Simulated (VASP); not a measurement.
# V2O3 in VASP: single point with PBE+U

Aim: the single point of V2O3 with PBE+U.

Program: VASP 6.6.1. These are calculated values, not measurements. Logs are shortened: lines on timing, memory, paths and dates and some standing lists are left out, and cuts for length are marked.

### Step 1. The cell of the first run

The typed cell holds 10 atoms: a = 5.531 Å, b = 5.533 Å, c = 5.533 Å, α = 54.91°, β = 54.92°, γ = 54.92°.

### Step 2. Single point, PBE+U, collinear spin, antiferromagnetic start

File POSCAR:

```
V2O3
1.0
    2.5499608459      1.4722206798      4.6822979261
   -2.5516334140      1.4723415039      4.6830730991
   -0.0007316473     -2.9459499483      4.6830730013
V O
4 6
Direct
    0.3512709074      0.3512267629      0.3512802117
    0.1487290832      0.1487197924      0.1487732442
    0.6487449019      0.6487832649      0.6486913150
    0.8512551123      0.8513086832      0.8512167200
    0.5526813191      0.9473099737      0.2499639876
    0.2500000034      0.5526479629      0.9473520321
    0.9473186907      0.2500360040      0.5526900252
    0.4473282148      0.0526588880      0.7500002154
    0.7499999966      0.4473088804      0.0526911311
    0.0526717707      0.7499997879      0.4473411174
```

File INCAR.step1:

```
PREC = Accurate ; ENCUT = 520
EDIFF = 1E-6 ; ISMEAR = 0
SIGMA = 0.05 ; LREAL = False
LASPH = True ; NELM = 200
ALGO = Normal ; ISIF = 2
LWAVE = False ; LCHARG = True
ISPIN = 2 ; MAGMOM = 1.67 -1.67 -1.67 1.67 0 0 0 0 0 0
LMAXMIX = 4 ; LDAU = True
LDAUTYPE = 2 ; LDAUL = 2 -1
LDAUU = 3.25 0 ; LDAUJ = 0 0
LDAUPRINT = 1 ; GGA = PE
NBANDS = 59 ; GGA_COMPAT = False
NEDOS = 2001 ; LORBIT = 11
KPAR = 4
```

File KPOINTS.step1:

```
Automatic mesh
0
Gamma
  4 4 4
```

File INCAR.step2:

```
PREC = Accurate ; ENCUT = 520
EDIFF = 1E-6 ; ISMEAR = -5
SIGMA = 0.05 ; LREAL = False
LASPH = True ; NELM = 200
ALGO = Normal ; ISIF = 2
LWAVE = False ; LCHARG = False
ISPIN = 2 ; MAGMOM = 1.67 -1.67 -1.67 1.67 0 0 0 0 0 0
LORBIT = 11 ; LMAXMIX = 4
LDAU = True ; LDAUTYPE = 2
LDAUL = 2 -1 ; LDAUU = 3.25 0
LDAUJ = 0 0 ; LDAUPRINT = 1
GGA = PE ; NBANDS = 59
NEDOS = 2001 ; ICHARG = 11
GGA_COMPAT = False ; KPAR = 4
```

File KPOINTS.step2:

```
Automatic mesh
0
Gamma
  6 6 6
```

Potentials or basis: VASP PAW PBE potentials, release 64 (V_sv, O).

On the command line:

```sh
$ cat potpaw_PBE.64/V_sv/POTCAR potpaw_PBE.64/O/POTCAR > POTCAR
$ cp INCAR.step1 INCAR
$ cp KPOINTS.step1 KPOINTS
$ mpirun -np 4 vasp_std > vasp.out
$ cp INCAR.step2 INCAR
$ cp KPOINTS.step2 KPOINTS
$ mpirun -np 4 vasp_std > vasp.out
```

OUTCAR:

```text
PREC = Accurate
   ENCUT = 520
   EDIFF = 1E-6
   ISMEAR = -5
   LREAL = False
   LASPH = True
   NELM = 200
   ISIF = 2
   ISPIN = 2
   LORBIT = 11
   GGA = PE
   ICHARG = 11

 ion  position               nearest neighbor table
   1  0.351  0.351  0.351-   9 2.01   8 2.01  10 2.01   7 2.10   6 2.10   5 2.10   2 2.85
   2  0.149  0.149  0.149-   9 2.01  10 2.01   8 2.01   5 2.10   6 2.10   7 2.10   1 2.85
   3  0.649  0.649  0.649-   6 2.01   5 2.01   7 2.01  10 2.10   8 2.10   9 2.10   4 2.85
   4  0.851  0.851  0.851-   6 2.01   7 2.01   5 2.01   8 2.10  10 2.10   9 2.10   3 2.85
   5  0.553  0.947  0.250-   3 2.01   4 2.01   2 2.10   1 2.10
   6  0.250  0.553  0.947-   4 2.01   3 2.01   1 2.10   2 2.10
   7  0.947  0.250  0.553-   4 2.01   3 2.01   1 2.10   2 2.10
   8  0.447  0.053  0.750-   1 2.01   2 2.01   4 2.10   3 2.10
   9  0.750  0.447  0.053-   2 2.01   1 2.01   3 2.10   4 2.10
  10  0.053  0.750  0.447-   2 2.01   1 2.01   3 2.10   4 2.10

  LATTYP: Found a base centered monoclinic cell.
 ALAT       =     8.8360997632
 B/A-ratio  =     0.5773818380
 C/A-ratio  =     0.6259721645
 COS(beta)  =    -0.5321892108

  Lattice vectors:

 A1 = (  -5.1015942599,   0.0001208241,   0.0007751730)
 A2 = (  -2.5506924932,  -4.4181706281,   0.0007750752)
 A3 = (   2.5499608459,   1.4722206798,   4.6822979261)

Analysis of symmetry for initial positions (statically):
=====================================================================
 Subroutine PRICEL returns:
 Original cell was already a primitive cell.

 Routine SETGRP: Setting up the symmetry group for a
 base centered monoclinic supercell.

 Subroutine GETGRP returns: Found  2 space group operations
 (whereof  1 operations were pure point group operations)
 out of a pool of  4 trial point group operations.

The static configuration has the point symmetry C_1 .
 The point group associated with its full space group is C_2 .

Analysis of symmetry for dynamics (positions and initial velocities):
=====================================================================
 Subroutine PRICEL returns:
 Original cell was already a primitive cell.

 Routine SETGRP: Setting up the symmetry group for a
 base centered monoclinic supercell.

 Subroutine GETGRP returns: Found  2 space group operations
 (whereof  1 operations were pure point group operations)
 out of a pool of  4 trial point group operations.
[... 308 lines left out ...]

 number of electron      88.0000013 magnetization       0.0000000

 Free energy of the ion-electron system (eV)
  ---------------------------------------------------
  ext. energy  EPLUGINS =         0.00000000
  ---------------------------------------------------
  free energy    TOTEN  =       -79.97371496 eV

  energy without entropy =      -79.97371496  energy(sigma->0) =      -79.97371496

 E-fermi :   6.2331     XC(G=0): -11.6624

 val. band max:        6.2313783612   @ k =   0.0000   0.0000   0.0000
 cond. band min:       7.7266212749   @ k =   0.0000   0.0000   0.0000
 fundamental gap:      1.4952429137
 Fermi energy:         6.2331089275

 spin component 1

 k-point     1 :       0.0000    0.0000    0.0000
  band No.  band energies     occupation
      1     -58.6973      1.00000
      2     -58.6945      1.00000
      3     -56.8405      1.00000
      4     -56.8379      1.00000
      5     -32.7416      1.00000
      6     -32.7102      1.00000
[... 2825 lines left out ...]
     55      10.8098      0.00000
     56      11.0663      0.00000

 [... further k-points ...]

 [bands above 56 left out]

------------------------ aborting loop because EDIFF is reached ----------------------------------------

  FORCE on cell =-STRESS in cart. coord.  units (eV):
  Direction    XX          YY          ZZ          XY          YZ          ZX
  --------------------------------------------------------------------------------------
  -------------------------------------------------------------------------------------
  Total        2.2211389      2.2189728      2.0713577      0.0018758      0.0072738      0.0126019
  in kB       33.7151429     33.6822641     31.4415820      0.0284737      0.1104101      0.1912866
  external PRESSURE =      32.9463297 kB  Pullay stress =       0.0000000 kB

 VOLUME and BASIS-vectors are now :
 -----------------------------------------------------------------------------
  energy-cutoff  :      520.00
  volume of cell :      105.55
      direct lattice vectors                 reciprocal lattice vectors
     2.549960846  1.472220680  4.682297926     0.196030660  0.113178353  0.071226989
    -2.551633414  1.472341504  4.683073099    -0.196003664  0.113169062  0.071159896
    -0.000731647 -2.945949948  4.683073001     0.000005452 -0.226328686  0.071159904

 POSITION                                       TOTAL-FORCE (eV/Angst)
 -----------------------------------------------------------------------------------
     -0.00073     -0.00058      4.93465        -0.000155     -0.001124     -0.032274
     -0.00033     -0.00035      2.08958         0.001051     -0.000428      0.032274
     -0.00166     -0.00069      9.11379        -0.000308     -0.001265      0.032954
     -0.00218     -0.00099     11.95888         0.001249     -0.000366     -0.032954
     -1.00805      1.47205      8.19474         0.028810     -0.000133      0.001673
     -0.77336     -1.60911      8.19518        -0.015308      0.026513      0.000000
      1.77722      0.13460      8.19485        -0.014290     -0.025017     -0.001673
      1.00575     -1.47337      5.85344        -0.030425     -0.000432     -0.000429
      0.77106      1.60753      5.85326         0.013788     -0.023882     -0.000000
     -1.77974     -0.13604      5.85386         0.015586      0.026133      0.000429
 -----------------------------------------------------------------------------------
    total drift:                                0.000649     -0.000150     -0.000156

  FREE ENERGIE OF THE ION-ELECTRON SYSTEM (eV)
  ---------------------------------------------------
  free  energy   TOTEN  =       -79.9737149629 eV

  energy  without entropy=      -79.9737149629  energy(sigma->0) =      -79.97371496

 total charge

# of ion       s       p       d       tot
------------------------------------------
    1        2.224   6.225   2.867  11.316
    2        2.224   6.225   2.867  11.316
    3        2.224   6.225   2.867  11.316
    4        2.224   6.225   2.867  11.316
    5        1.555   3.514   0.000   5.070
    6        1.555   3.514   0.000   5.070
    7        1.555   3.514   0.000   5.070
    8        1.555   3.514   0.000   5.070
    9        1.555   3.514   0.000   5.070
   10        1.555   3.514   0.000   5.070
--------------------------------------------------
tot         18.227  45.986  11.467  75.680

 magnetization (x)

# of ion       s       p       d       tot
------------------------------------------
    1        0.014   0.016   1.817   1.847
    2       -0.014  -0.016  -1.817  -1.847
    3       -0.014  -0.016  -1.817  -1.847
    4        0.014   0.016   1.817   1.847
    5        0.000   0.000   0.000   0.000
    6        0.000   0.000   0.000   0.000
    7       -0.000  -0.000   0.000  -0.000
    8        0.000  -0.000   0.000  -0.000
    9        0.000   0.000   0.000   0.000
   10       -0.000   0.000   0.000   0.000
--------------------------------------------------
tot          0.000   0.000   0.000   0.000
```

OSZICAR.step1:

```text
N       E                     dE             d eps       ncg     rms          rms(c)
DAV:   1     0.130519628886E+04    0.13052E+04   -0.50287E+04  5848   0.165E+03
DAV:   2     0.387005929656E+02   -0.12665E+04   -0.12017E+04  5886   0.534E+02
DAV:   3    -0.934423828409E+02   -0.13214E+03   -0.12926E+03  6255   0.175E+02
DAV:   4    -0.971405928344E+02   -0.36982E+01   -0.36250E+01  7272   0.277E+01
DAV:   5    -0.971966912724E+02   -0.56098E-01   -0.55928E-01  6685   0.357E+00    0.458E+01
DAV:   6    -0.790474813569E+02    0.18149E+02   -0.15688E+02  7363   0.672E+01    0.205E+01
DAV:   7    -0.791447708388E+02   -0.97289E-01   -0.24664E+01  7143   0.325E+01    0.162E+01
DAV:   8    -0.796184017001E+02   -0.47363E+00   -0.19758E+00  7189   0.722E+00    0.859E+00
DAV:   9    -0.799087773128E+02   -0.29038E+00   -0.58619E-01  7159   0.505E+00    0.229E+00
DAV:  10    -0.799487507994E+02   -0.39973E-01   -0.11465E-01  6181   0.239E+00    0.171E+00
DAV:  11    -0.799699041028E+02   -0.21153E-01   -0.24279E-02  6596   0.932E-01    0.519E-01
DAV:  12    -0.799732750545E+02   -0.33710E-02   -0.77212E-03  6859   0.571E-01    0.247E-01
DAV:  13    -0.799734448399E+02   -0.16979E-03   -0.48154E-04  7141   0.145E-01    0.127E-01
DAV:  14    -0.799734973390E+02   -0.52499E-04   -0.31377E-04  6575   0.882E-02    0.453E-02
DAV:  15    -0.799735284916E+02   -0.31153E-04   -0.57848E-05  6506   0.456E-02    0.302E-02
DAV:  16    -0.799735300706E+02   -0.15790E-05   -0.81850E-06  6196   0.192E-02    0.105E-02
DAV:  17    -0.799735310953E+02   -0.10247E-05   -0.28028E-06  4888   0.886E-03    0.402E-03
DAV:  18    -0.799735314189E+02   -0.32366E-06   -0.66921E-07  3174   0.504E-03
   1 F= -.79973531E+02 E0= -.79973531E+02  d E =-.178785E-10  mag=     0.0000
```

It took 7.9 min on 4 MPI ranks of Intel Xeon Platinum 8488C (Sapphire Rapids), shared host; peak memory 0.67 GiB.

Results:

| Item | Value |
| --- | --- |
| Net moment | 0.00 μB per cell |
| Site moments | V +1.85, -1.85 (each value once); O +0.00, -0.00 (each value once) μB |
| Valence electrons inside the program's atomic spheres | V 11.32; O 5.07 |

Levels at points of the mesh, in eV from the valence-band top:
Spin up:
```
           k point  band 40  band 41  band 42  band 43  band 44  band 45  band 46  band 47  band 48  band 49
(0.00, 0.00, 0.00)    -1.92    -0.92    -0.92     0.00     0.00     1.50     2.35     3.34     3.34     3.50
(0.50, 0.00, 0.00)    -2.08    -0.67    -0.67    -0.15    -0.15     1.89     1.89     3.22     3.22     3.72
(0.00, 0.50, 0.00)    -2.08    -0.67    -0.67    -0.15    -0.15     1.89     1.89     3.22     3.22     3.72
(0.50, 0.50, 0.00)    -2.18    -0.62    -0.61    -0.53    -0.22     2.00     2.14     3.12     3.27     3.46
(0.00, 0.50, 0.50)    -2.18    -0.62    -0.61    -0.53    -0.22     2.00     2.14     3.12     3.27     3.46
(0.50, 0.50, 0.50)    -2.43    -0.38    -0.37    -0.37    -0.37     2.23     2.23     3.27     3.27     3.51
```
Spin down:
```tsv
k point	band 41	band 42	band 43	band 44	band 45	band 46	band 47	band 48
(0.00, 0.00, 0.00)	-0.92	-0.92	0.00	0.00	1.50	2.35	3.34	3.34
(0.50, 0.00, 0.00)	-0.67	-0.67	-0.15	-0.15	1.89	1.89	3.22	3.22
(0.00, 0.50, 0.00)	-0.67	-0.67	-0.15	-0.15	1.89	1.89	3.22	3.22
(0.50, 0.50, 0.00)	-0.62	-0.61	-0.53	-0.22	2.00	2.14	3.12	3.27
(0.00, 0.50, 0.50)	-0.62	-0.61	-0.53	-0.22	2.00	2.14	3.12	3.27
(0.50, 0.50, 0.50)	-0.38	-0.37	-0.37	-0.37	2.23	2.23	3.27	3.27
```

Eigenvalues of the final occupation matrices:
```tsv
site	spin	trace	eigenvalues
site 1 d	1	2.36	0.09 0.22 0.22 0.91 0.91
site 1 d	2	0.54	0.04 0.04 0.07 0.19 0.19
site 2 d	1	0.54	0.04 0.04 0.07 0.19 0.19
site 2 d	2	2.36	0.09 0.22 0.22 0.91 0.91
site 3 d	1	0.54	0.04 0.04 0.07 0.19 0.19
site 3 d	2	2.36	0.09 0.22 0.22 0.91 0.91
site 4 d	1	2.36	0.09 0.22 0.22 0.91 0.91
site 4 d	2	0.54	0.04 0.04 0.07 0.19 0.19
```

The state reached can hang on the start; a lower one may exist.
